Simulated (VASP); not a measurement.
BP, 2 atoms in the cell. The structure is cubic, space group F-43m (No. 216). The conventional cell has a = 4.538 Å, b = 4.538 Å, c = 4.538 Å, α = 90.00°, β = 90.00°, γ = 90.00°. Within 2.6 Å of B (site symmetry -43m) lie 4 P at 1.97 Å. Within 2.6 Å of P (site symmetry -43m) lie 4 B at 1.97 Å. 

```yaml
Program: VASP 6.6.1
Task: relaxation of cell and atoms
Functional: PBE
Potentials_or_basis: VASP PAW PBE potentials, release 64 (B, P)
Cutoff: 600 eV
k_mesh: 10 × 10 × 10
Occupations: gaussian, width 0.02 eV
Spin: no spin polarisation
Dipole_correction: no
Further_INCAR_settings: ALGO = Normal; EDIFF = 1e-07; IBRION = 2; EDIFFG = -0.005; NSW = 100; ISIF = 3
```

Potentials or basis: VASP PAW PBE potentials, release 64 (B, P).

Run with:

```sh
$ cat potpaw_PBE.64/B/POTCAR potpaw_PBE.64/P/POTCAR > POTCAR
$ mpirun -np 1 vasp_std > vasp.out
```

Hardware: 1 thread of AMD EPYC 7R13, with other jobs on the host.

Q: Estimate the wall time of this run.

A: Run time: 63 s on 1 thread of AMD EPYC 7R13, with other jobs on the host, peak memory 0.12 GiB. Counts: scf iterations 27, k points 47, ion steps 3.
